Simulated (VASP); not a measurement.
# MgO (I4/mmm) in VASP: notebook

The runs below take MgO through single point, with PBEsol.

All numbers are computed with VASP 6.6.1; they aren't measurements. Logs are shortened: lines on timing, memory, paths and dates and some standing lists are left out, and cuts for length are marked.

**1. The cell of the first run**

It takes space group I4/mmm (No. 139, tetragonal). The conventional cell has a = 2.831 Å, b = 2.831 Å, c = 4.214 Å, α = 90.00°, β = 90.00°, γ = 90.00°. Within 2.7 Å of Mg (site symmetry 4/mmm) lie 6 O at 2.00 to 2.11 Å. O (site symmetry 4/mmm) has 6 Mg at 2.00 to 2.11 Å within 2.7 Å.

**2. Single point, PBEsol (strain -0.050 along x and y, +0.000 along z)**

Input file INCAR:

```
PREC = Accurate ; ENCUT = 520
EDIFF = 1E-6 ; ISMEAR = 0
SIGMA = 0.05 ; LREAL = False
LASPH = True ; NELM = 80
ALGO = Normal ; ISIF = 2
LWAVE = False ; LCHARG = True
GGA = PS ; LELF = True
LVHAR = True ; NBANDS = 11
```

Input file KPOINTS:

```
Automatic mesh
0
Gamma
  10 10 10
```

Input file POSCAR:

```
MgO
1.0
    0.0000000000      2.0017504345      2.1071057205
    2.0017504345      0.0000000000      2.1071057205
    2.0017504345      2.0017504345      0.0000000000
Mg O
1 1
Direct
    0.0000000000      0.0000000000      0.0000000000
    0.5000000000      0.5000000000      0.5000000000
```

Potentials or basis: VASP PAW PBE potentials, release 64 (Mg, O).

Launch:

```console
> cat potpaw_PBE.64/Mg/POTCAR potpaw_PBE.64/O/POTCAR > POTCAR
> mpirun -np 1 vasp_std > vasp.out
```

OUTCAR:

```text
PREC = Accurate
   ENCUT = 520
   EDIFF = 1E-6
   ISMEAR = 0
   LREAL = False
   LASPH = True
   NELM = 80
   ISIF = 2
   GGA = PS

 ion  position               nearest neighbor table
   1  0.000  0.000  0.000-   2 2.00   2 2.00   2 2.00   2 2.00   2 2.11   2 2.11
   2  0.500  0.500  0.500-   1 2.00   1 2.00   1 2.00   1 2.00   1 2.11   1 2.11

  LATTYP: Found a body centered tetragonal cell.
 ALAT       =     2.8309026130
 C/A-ratio  =     1.4886458551

  Lattice vectors:

 A1 = (  -2.0017504345,   0.0000000000,   2.1071057205)
 A2 = (   2.0017504345,   0.0000000000,   2.1071057205)
 A3 = (   0.0000000000,   2.0017504345,  -2.1071057205)

Analysis of symmetry for initial positions (statically):
=====================================================================
 Subroutine PRICEL returns:
 Original cell was already a primitive cell.

 Routine SETGRP: Setting up the symmetry group for a
 body centered tetragonal supercell.

 Subroutine GETGRP returns: Found 16 space group operations
 (whereof 16 operations were pure point group operations)
 out of a pool of 16 trial point group operations.

The static configuration has the point symmetry D_4h.

Analysis of symmetry for dynamics (positions and initial velocities):
=====================================================================
 Subroutine PRICEL returns:
 Original cell was already a primitive cell.

 Routine SETGRP: Setting up the symmetry group for a
 body centered tetragonal supercell.

 Subroutine GETGRP returns: Found 16 space group operations
 (whereof 16 operations were pure point group operations)
 out of a pool of 16 trial point group operations.

The dynamic configuration has the point symmetry D_4h.

 Subroutine INISYM returns: Found 16 space group operations
 (whereof 16 operations are pure point group operations),
 and found     1 'primitive' translations

----------------------------------------------------------------------------------------

                                     Primitive cell

  volume of cell :      16.8864

  direct lattice vectors                    reciprocal lattice vectors
     0.000000000  2.001750434  2.107105720    -0.249781387  0.249781387  0.237292318
     2.001750434  0.000000000  2.107105720     0.249781387 -0.249781387  0.237292318
     2.001750434  2.001750434  0.000000000     0.249781387  0.249781387 -0.237292318

  length of vectors
     2.906354989  2.906354989  2.830902613     0.425545681  0.425545681  0.425545681

  position of ions in fractional coordinates (direct lattice)
[... 83 lines left out ...]
   IBRION =     -1    ionic relax: 0-MD 1-quasi-New 2-CG
   NFREE  =      0    steps in history (QN), initial steepest desc. (CG)
   ISIF   =      2    stress and relaxation
   ISYM   =      2    0-nonsym 1-usesym 2-fastsym
   POTIM  = 0.5000    time-step for ionic-motion
   TEBEG  =    0.0;   TEEND  =   0.0 temperature during run
   PSTRESS=    0.0 pullay stress
   NELECT =       8.0000    total number of electrons
   NUPDOWN=      -1.0000    fix difference up-down
   EMIN   =  10.00;   EMAX   =-10.00  energy-range for DOS
[... 5 lines left out ...]
     AMIX     =   0.40;   BMIX     =  1.00
     AMIX_MAG =   1.60;   BMIX_MAG =  1.00
  volume/ion in A,a.u.               =       8.44        56.98
  Fermi-wavevector in a.u.,A,eV,Ry     =   1.276222  2.411709 22.160375  1.628742
  Thomas-Fermi vector in A             =   2.408890
   LORBIT       =      0    0 simple, 1 ext, 2 COOP (PROOUT), +10 PAW based schemes
   GGA     = PS    functional components
   LHFCALC =     F    Hartree Fock is set to
   AEXX    =    0.0000 exact exchange contribution
   IVDW    =     0    specifies the selected vdW correction
   LEPSILON=     F    determine dielectric tensor
   LRPA    =     F    only Hartree local field effects (RPA)
 non-spin polarized calculation
 Gauss-broadening in eV      SIGMA  =   0.05
  energy-cutoff  :      520.00
  volume of cell :       16.89
 maximum number of plane-waves:       472
 NGX is ok and might be reduce to    24
   NGX = 11   NGY = 11   NGZ = 11

 number of electron       7.9999997 magnetization

 Free energy of the ion-electron system (eV)
  ---------------------------------------------------
  ext. energy  EPLUGINS =         0.00000000
  ---------------------------------------------------
  free energy    TOTEN  =       -12.37954825 eV

  energy without entropy =      -12.37954825  energy(sigma->0) =      -12.37954825

 E-fermi :   4.2394     XC(G=0): -11.8049

 val. band max:        3.9148515209   @ k =   0.0000   0.0000   0.0000
 cond. band min:       9.5104352715   @ k =   0.0000   0.0000   0.0000
 fundamental gap:      5.5955837506
 Fermi energy:         4.2393675300

 k-point     1 :       0.0000    0.0000    0.0000
  band No.  band energies     occupation
      1     -13.9004      2.00000
      2       3.8380      2.00000
      3       3.8380      2.00000
      4       3.9149      2.00000
      5       9.5104      0.00000
      6      19.6914      0.00000
      7      20.2848      0.00000
      8      20.2848      0.00000
      9      24.2113      0.00000
     10      25.3643      0.00000
     11      27.0919      0.00000
[... 309 lines left out ...]
 k-point    24 :       0.4000    0.3000    0.0000
  band No.  band energies     occupation
      1     -12.4825      2.00000
      2      -0.1598      2.00000
      3       2.4801      2.00000
      4       2.7751      2.00000
      5      14.1838      0.00000
      6      14.7353      0.00000
      7      18.0065      0.00000
      8      23.6547      0.00000
      9      23.7728      0.00000
     10      30.3460      0.00000
     11      32.2879      0.00000

 [... further k-points ...]

------------------------ aborting loop because EDIFF is reached ----------------------------------------

  FORCE on cell =-STRESS in cart. coord.  units (eV):
  Direction    XX          YY          ZZ          XY          YZ          ZX
  --------------------------------------------------------------------------------------
  -------------------------------------------------------------------------------------
  Total        2.7855452      2.7855452      1.0106623      0.0000000      0.0000000      0.0000000
  in kB      264.2923637    264.2923637     95.8915812      0.0000000      0.0000000      0.0000000
  external PRESSURE =     208.1587695 kB  Pullay stress =       0.0000000 kB

 VOLUME and BASIS-vectors are now :
 -----------------------------------------------------------------------------
  energy-cutoff  :      520.00
  volume of cell :       16.89
      direct lattice vectors                 reciprocal lattice vectors
     0.000000000  2.001750434  2.107105720    -0.249781387  0.249781387  0.237292318
     2.001750434  0.000000000  2.107105720     0.249781387 -0.249781387  0.237292318
     2.001750434  2.001750434  0.000000000     0.249781387  0.249781387 -0.237292318

 POSITION                                       TOTAL-FORCE (eV/Angst)
 -----------------------------------------------------------------------------------
      0.00000      0.00000      0.00000         0.000000     -0.000000      0.000000
      2.00175      2.00175      2.10711         0.000000      0.000000     -0.000000
 -----------------------------------------------------------------------------------
    total drift:                               -0.000000     -0.000000      0.000000

  FREE ENERGIE OF THE ION-ELECTRON SYSTEM (eV)
  ---------------------------------------------------
  free  energy   TOTEN  =       -12.3795482460 eV

  energy  without entropy=      -12.3795482460  energy(sigma->0) =      -12.37954825
```

stdout:

```text
POSCAR found type information on POSCAR MgO
 POSCAR found :  2 types and       2 ions
 scaLAPACK will be used
 -----------------------------------------------------------------------------
|                                                                             |
|                                                                             |
|     You enforced a specific xc type in the INCAR file but a different       |
|     I HOPE YOU KNOW WHAT YOU ARE DOING!                                     |
|                                                                             |
 -----------------------------------------------------------------------------

 LDA part: xc-table for (Slater+PW92), standard interpolation
 POSCAR, INCAR and KPOINTS ok, starting setup
 FFT: planning ... GRIDC
 FFT: planning ... GRID_SOFT
 FFT: planning ... GRID
 WAVECAR not read
 entering main loop
```

Wall time 17 s (1 thread of Intel Xeon Platinum 8259CL at 2.50GHz (Skylake/Cascade Lake), shared host); peak memory 0.15 GiB.

What came out:

- Free energy: -12.3795 eV
- Pressure: 20.8 GPa
- Band gap on the k mesh: 5.60 eV, direct

Stress tensor (GPa, compression positive):
```
26.43  0.00  0.00
 0.00 26.43  0.00
 0.00  0.00  9.59
```

Caveat: the cell differs from its parent crystal (strain -0.050 along x and y, +0.000 along z); the PAW data sets were made with another functional, which shifts forces and pressure a little.

(Continued in part 2 of 3.)
